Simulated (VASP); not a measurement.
# GaN (P6_3mc) in VASP: a series of runs

Runs on GaN. Level: r2SCAN. Tasks: single point.

All numbers are computed with VASP 6.6.1; they aren't measurements. Logs are shortened: lines on timing, memory, paths and dates and some standing lists are left out, and cuts for length are marked.

## (1) The cell of the first run

It takes space group P6_3mc (No. 186, hexagonal). The conventional cell has a = 3.213 Å, b = 3.213 Å, c = 10.480 Å, α = 90.00°, β = 90.00°, γ = 120.00°. Within 2.6 Å of Ga (site symmetry 3m) lie 4 N at 1.97 Å. Ga (site symmetry 3m) has 4 N at 1.97 Å within 2.6 Å. Within 2.6 Å of N (site symmetry 3m) lie 4 Ga at 1.97 Å. N (site symmetry 3m) has 4 Ga at 1.97 Å within 2.6 Å.

## (2) Single point, r2SCAN (11.71 Å³/atom)

File POSCAR:

```
GaN
1.0
    3.2131980554      0.0000000000      0.0000000000
   -1.6065990277      2.7827111434      0.0000000000
    0.0000000000      0.0000000000     10.4800424388
Ga N
4 4
Direct
    0.0000000000      0.0000000000     -0.0003613151
    0.3333333333      0.6666666667      0.2499322523
    0.0000000000      0.0000000000      0.4996386849
    0.6666666667      0.3333333333      0.7499322523
    0.0000000000      0.0000000000      0.1876438561
    0.3333333333      0.6666666667      0.4377852066
    0.0000000000      0.0000000000      0.6876438561
    0.6666666667      0.3333333333      0.9377852066
```

File INCAR.step1:

```
SYSTEM = GaN
PREC     = Accurate       ! precision mode
ENCUT    = 520            ! plane-wave cutoff, eV
ISMEAR   = 0              ! smearing method
SIGMA    = 0.01           ! smearing width, eV
LREAL    = .FALSE.        ! projectors in reciprocal space
LASPH    = .TRUE.         ! aspherical terms in the spheres
NELM     = 60             ! most SCF steps
NBANDS   = 46             ! bands
GGA      = PE             ! functional
ALGO     = Normal         ! electronic algorithm
EDIFF    = 1E-4           ! SCF threshold, eV
LWAVE    = .TRUE.         ! write WAVECAR
LCHARG   = .FALSE.        ! write CHGCAR
```

File INCAR.step2:

```
SYSTEM = GaN
PREC     = Accurate       ! precision mode
ENCUT    = 520            ! plane-wave cutoff, eV
EDIFF    = 1E-6           ! SCF threshold, eV
ISMEAR   = 0              ! smearing method
SIGMA    = 0.01           ! smearing width, eV
LREAL    = .FALSE.        ! projectors in reciprocal space
LASPH    = .TRUE.         ! aspherical terms in the spheres
NELM     = 60             ! most SCF steps
ALGO     = Normal         ! electronic algorithm
ISIF     = 2              ! what is computed and relaxed
LWAVE    = .FALSE.        ! write WAVECAR
LCHARG   = .FALSE.        ! write CHGCAR
METAGGA  = R2SCAN         ! meta-GGA
LMIXTAU  = .TRUE.       
NBANDS   = 46             ! bands
ISTART   = 1
```

File KPOINTS:

```
Automatic mesh
0
G
  9 9 2
  0 0 0
```

Potentials or basis: VASP PAW PBE potentials, release 64 (Ga_d, N).

Command:

```
cat potpaw_PBE.64/Ga_d/POTCAR potpaw_PBE.64/N/POTCAR > POTCAR
cp INCAR.step1 INCAR
mpirun -np 1 vasp_std > vasp.out
cp INCAR.step2 INCAR
mpirun -np 1 vasp_std > vasp.out
```

OUTCAR:

```text
SYSTEM = GaN
   PREC = Accurate
   ENCUT = 520
   EDIFF = 1E-6
   ISMEAR = 0
   LREAL = .FALSE.
   LASPH = .TRUE.
   NELM = 60
   ISIF = 2
   METAGGA = R2SCAN
   ISTART = 1

 ion  position               nearest neighbor table
   1  0.000  0.000  1.000-   8 1.97   8 1.97   8 1.97   5 1.97
   2  0.333  0.667  0.250-   5 1.97   5 1.97   5 1.97   6 1.97
   3  0.000  0.000  0.500-   6 1.97   6 1.97   6 1.97   7 1.97
   4  0.667  0.333  0.750-   7 1.97   7 1.97   7 1.97   8 1.97
   5  0.000  0.000  0.188-   2 1.97   2 1.97   2 1.97   1 1.97
   6  0.333  0.667  0.438-   3 1.97   3 1.97   3 1.97   2 1.97
   7  0.000  0.000  0.688-   4 1.97   4 1.97   4 1.97   3 1.97
   8  0.667  0.333  0.938-   1 1.97   1 1.97   1 1.97   4 1.97

  LATTYP: Found a hexagonal cell.
 ALAT       =     3.2131980554
 C/A-ratio  =     3.2615613038

  Lattice vectors:

 A1 = (   3.2131980554,   0.0000000000,   0.0000000000)
 A2 = (  -1.6065990277,   2.7827111434,   0.0000000000)
 A3 = (   0.0000000000,   0.0000000000,  10.4800424388)

Analysis of symmetry for initial positions (statically):
=====================================================================
 Subroutine PRICEL returns:
 Original cell was already a primitive cell.

 Routine SETGRP: Setting up the symmetry group for a
 hexagonal supercell.

 Subroutine GETGRP returns: Found 12 space group operations
 (whereof  6 operations were pure point group operations)
 out of a pool of 24 trial point group operations.

The static configuration has the point symmetry C_3v.
 The point group associated with its full space group is C_6v.

Analysis of symmetry for dynamics (positions and initial velocities):
=====================================================================
 Subroutine PRICEL returns:
 Original cell was already a primitive cell.

 Routine SETGRP: Setting up the symmetry group for a
 hexagonal supercell.

 Subroutine GETGRP returns: Found 12 space group operations
 (whereof  6 operations were pure point group operations)
 out of a pool of 24 trial point group operations.

The dynamic configuration has the point symmetry C_3v.
 The point group associated with its full space group is C_6v.

 Subroutine INISYM returns: Found 12 space group operations
 (whereof  6 operations are pure point group operations),
 and found     1 'primitive' translations

----------------------------------------------------------------------------------------

[... 109 lines left out ...]
   ISIF   =      2    stress and relaxation
   ISYM   =      2    0-nonsym 1-usesym 2-fastsym
   POTIM  = 0.5000    time-step for ionic-motion
   TEBEG  =    0.0;   TEEND  =   0.0 temperature during run
   PSTRESS=    0.0 pullay stress
   NELECT =      72.0000    total number of electrons
   NUPDOWN=      -1.0000    fix difference up-down
   EMIN   =  10.00;   EMAX   =-10.00  energy-range for DOS
   EFERMI =   0.00;   METHOD = LEGACY
   ISMEAR =     0;   SIGMA  =   0.01  broadening in eV -4-tet -1-fermi 0-gaus
   EFERMI_NEDOS =   21; number of points for ismear=-14 and -15
   IALGO  =     38    algorithm
   IMIX   =      4    mixing-type and parameters
     AMIX     =   0.40;   BMIX     =  1.00
     AMIX_MAG =   1.60;   BMIX_MAG =  1.00
  volume/ion in A,a.u.               =      11.71        79.05
  Fermi-wavevector in a.u.,A,eV,Ry     =   1.499441  2.833533 30.590304  2.248324
  Thomas-Fermi vector in A             =   2.611071
   LORBIT       =      0    0 simple, 1 ext, 2 COOP (PROOUT), +10 PAW based schemes
   METAGGA = R2SCAN    functional components
   LHFCALC =     F    Hartree Fock is set to
   AEXX    =    0.0000 exact exchange contribution
   IVDW    =     0    specifies the selected vdW correction
   LEPSILON=     F    determine dielectric tensor
   LRPA    =     F    only Hartree local field effects (RPA)
 non-spin polarized calculation
 Gauss-broadening in eV      SIGMA  =   0.01
  energy-cutoff  :      520.00
  volume of cell :       93.71
 maximum number of plane-waves:      2556
 NGX is ok and might be reduce to    24
   NGX = 11   NGY = 11   NGZ = 39

 number of electron      71.9999911 magnetization

 Free energy of the ion-electron system (eV)
  ---------------------------------------------------
  ext. energy  EPLUGINS =         0.00000000
  ---------------------------------------------------
  free energy    TOTEN  =       -87.58769855 eV

  energy without entropy =      -87.58769855  energy(sigma->0) =      -87.58769855

 E-fermi :   4.8585     XC(G=0): -12.4943

 val. band max:        4.7751305554   @ k =   0.0000   0.0000   0.0000
 cond. band min:       6.8223318631   @ k =   0.0000   0.0000   0.0000
 fundamental gap:      2.0472013077
 Fermi energy:         4.8584505711

 k-point     1 :       0.0000    0.0000    0.0000
  band No.  band energies     occupation
      1     -11.7713      2.00000
      2     -11.2445      2.00000
      3     -11.2307      2.00000
      4     -10.8584      2.00000
      5      -9.0397      2.00000
      6      -9.0328      2.00000
[... 1165 lines left out ...]
     45      14.5813      0.00000
     46      14.5813      0.00000

------------------------ aborting loop because EDIFF is reached ----------------------------------------

  FORCE on cell =-STRESS in cart. coord.  units (eV):
  Direction    XX          YY          ZZ          XY          YZ          ZX
  --------------------------------------------------------------------------------------
  -------------------------------------------------------------------------------------
  Total       -2.5978371     -2.5978371     -2.5935792      0.0000000      0.0000000      0.0000000
  in kB      -44.4174707    -44.4174707    -44.3446708      0.0000000      0.0000000      0.0000000
  external PRESSURE =     -44.3932041 kB  Pullay stress =       0.0000000 kB

 VOLUME and BASIS-vectors are now :
 -----------------------------------------------------------------------------
  energy-cutoff  :      520.00
  volume of cell :       93.71
      direct lattice vectors                 reciprocal lattice vectors
     3.213198055  0.000000000  0.000000000     0.311216421  0.179680885  0.000000000
    -1.606599028  2.782711143  0.000000000     0.000000000  0.359361769  0.000000000
     0.000000000  0.000000000 10.480042439     0.000000000  0.000000000  0.095419461

 POSITION                                       TOTAL-FORCE (eV/Angst)
 -----------------------------------------------------------------------------------
      0.00000      0.00000     10.47626         0.000000      0.000000     -0.001184
     -0.00000      1.85514      2.61930        -0.000000      0.000000      0.009538
      0.00000      0.00000      5.23623         0.000000     -0.000000     -0.001184
      1.60660      0.92757      7.85932         0.000000     -0.000000      0.009538
      0.00000      0.00000      1.96652        -0.000000     -0.000000     -0.004392
     -0.00000      1.85514      4.58801        -0.000000     -0.000000     -0.003962
      0.00000      0.00000      7.20654        -0.000000     -0.000000     -0.004392
      1.60660      0.92757      9.82803        -0.000000     -0.000000     -0.003962
 -----------------------------------------------------------------------------------
    total drift:                                0.000004      0.000007      0.070531

  FREE ENERGIE OF THE ION-ELECTRON SYSTEM (eV)
  ---------------------------------------------------
  free  energy   TOTEN  =       -87.5876985525 eV

  energy  without entropy=      -87.5876985525  energy(sigma->0) =      -87.58769855
```

OUTCAR.step1:

```text
SYSTEM = GaN
   PREC = Accurate
   ENCUT = 520
   ISMEAR = 0
   LREAL = .FALSE.
   LASPH = .TRUE.
   NELM = 60
[... 1420 lines left out ...]
     -0.00000      1.85514      4.58801        -0.000000      0.000000      0.002166
      0.00000      0.00000      7.20654         0.000000     -0.000000     -0.003740
      1.60660      0.92757      9.82803         0.000000     -0.000000      0.002166
 -----------------------------------------------------------------------------------
    total drift:                               -0.000001     -0.000002     -0.005824

  FREE ENERGIE OF THE ION-ELECTRON SYSTEM (eV)
  ---------------------------------------------------
  free  energy   TOTEN  =       -48.6346856804 eV

  energy  without entropy=      -48.6346856804  energy(sigma->0) =      -48.63468568
```

OSZICAR.step1:

```text
N       E                     dE             d eps       ncg     rms          rms(c)
DAV:   1     0.764023869876E+03    0.76402E+03   -0.33414E+04  2566   0.288E+03
DAV:   2     0.965240483208E+02   -0.66750E+03   -0.63449E+03  2288   0.690E+02
DAV:   3    -0.446897859331E+02   -0.14121E+03   -0.13621E+03  2532   0.214E+02
DAV:   4    -0.561022939927E+02   -0.11413E+02   -0.11291E+02  2758   0.623E+01
DAV:   5    -0.564917683744E+02   -0.38947E+00   -0.38872E+00  2846   0.118E+01    0.153E+01
DAV:   6    -0.483662440300E+02    0.81255E+01   -0.24966E+01  3964   0.541E+01    0.415E+00
DAV:   7    -0.486772176317E+02   -0.31097E+00   -0.40171E+00  2490   0.110E+01    0.384E+00
DAV:   8    -0.486437595319E+02    0.33458E-01   -0.26203E-01  3296   0.549E+00    0.122E+00
DAV:   9    -0.486334932384E+02    0.10266E-01   -0.77136E-02  3284   0.334E+00    0.430E-01
DAV:  10    -0.486346362478E+02   -0.11430E-02   -0.86593E-03  2576   0.941E-01    0.242E-01
DAV:  11    -0.486346742974E+02   -0.38050E-04   -0.34601E-03  3052   0.806E-01    0.105E-01
DAV:  12    -0.486346856804E+02   -0.11383E-04   -0.39345E-04  2130   0.283E-01
   1 F= -.48634686E+02 E0= -.48634686E+02  d E =-.490262E-22
```

It took 2.8 min on 1 thread of Intel Xeon 6975P-C (Granite Rapids), shared host; peak memory 0.26 GiB.

Results:

```
Free energy            : -87.5877 eV
Pressure               : -4.4 GPa
Largest force          : 0.010 eV/Å
Band gap on the k mesh : 2.05 eV
```

Forces in eV/Å, atoms in the order of the input:
```
Ga   0.000  0.000 -0.001
Ga   0.000  0.000  0.010
Ga   0.000  0.000 -0.001
Ga   0.000  0.000  0.010
N    0.000  0.000 -0.004
N    0.000  0.000 -0.004
N    0.000  0.000 -0.004
N    0.000  0.000 -0.004
```

Caveat: the cell stands under tension; the PAW data sets were made with another functional, which shifts forces and pressure a little.

## (3) Single point, r2SCAN (12.05 Å³/atom)

This run uses another cell than the first one, of 12.05 Å³/atom.

POSCAR: that of step 2 with these lines changed.

```diff
@@ -2,5 +2,5 @@
 1.0
-    3.2131980554      0.0000000000      0.0000000000
-   -1.6065990277      2.7827111434      0.0000000000
-    0.0000000000      0.0000000000     10.4800424388
+    3.2440960860      0.0000000000      0.0000000000
+   -1.6220480430      2.8094696228      0.0000000000
+    0.0000000000      0.0000000000     10.5808182598
 Ga N
```

File INCAR.step1:

```
SYSTEM = GaN
PREC = Accurate ; ENCUT = 520
ISMEAR = 0 ; SIGMA = 0.01
LREAL = .False. ; LASPH = .True.
NELM = 80 ; NBANDS = 46
GGA = PE ; ALGO = Normal
EDIFF = 1E-4 ; LWAVE = .True.
LCHARG = .False.
```

File INCAR.step2:

```
SYSTEM = GaN
PREC = Accurate ; ENCUT = 520
EDIFF = 1E-6 ; ISMEAR = 0
SIGMA = 0.01 ; LREAL = .False.
LASPH = .True. ; NELM = 80
ALGO = Normal ; ISIF = 2
LWAVE = .False. ; LCHARG = .False.
METAGGA = R2SCAN ; LMIXTAU = .True.
NBANDS = 46 ; ISTART = 1
```

File KPOINTS:

```
regular mesh
0
Gamma
  9 9 2
  0 0 0
```

Potentials or basis: VASP PAW PBE potentials, release 64 (Ga_d, N).

Command:

```
cat potpaw_PBE.64/Ga_d/POTCAR potpaw_PBE.64/N/POTCAR > POTCAR
cp INCAR.step1 INCAR
mpirun -np 1 vasp_std > vasp.out
cp INCAR.step2 INCAR
mpirun -np 1 vasp_std > vasp.out
```

Run time: 2.9 min. Hardware: 1 thread of Intel Xeon 6975P-C (Granite Rapids), shared host; peak memory 0.26 GiB.

Results (log left out):

| Quantity | Value |
| --- | --- |
| Free energy | -87.4726 eV |
| Pressure | -9.2 GPa |
| Largest force | 0.006 eV/Å |
| Band gap on the k mesh | 1.85 eV |

Forces in eV/Å, atoms in the order of the input:
```
Ga   0.000  0.000 -0.006
Ga   0.000  0.000  0.003
Ga   0.000  0.000 -0.006
Ga   0.000  0.000  0.003
N    0.000  0.000  0.002
N    0.000  0.000  0.001
N    0.000  0.000  0.002
N    0.000  0.000  0.001
```

Stress tensor (GPa, compression positive):
```
-9.20  0.00  0.00
 0.00 -9.20  0.00
 0.00  0.00 -9.12
```

Levels at points of the mesh, in eV from the valence-band top:
| k point | band 34 | band 35 | band 36 | band 37 | band 38 | band 39 |
| --- | --- | --- | --- | --- | --- | --- |
| (0.00, 0.00, 0.00) | -0.02 | 0.00 | 0.00 | 1.85 | 4.14 | 4.44 |
| (0.00, 0.00, 0.50) | -0.15 | -0.15 | -0.15 | 3.07 | 3.07 | 4.62 |

Caveat: the cell stands under tension; the PAW data sets were made with another functional, which shifts forces and pressure a little.
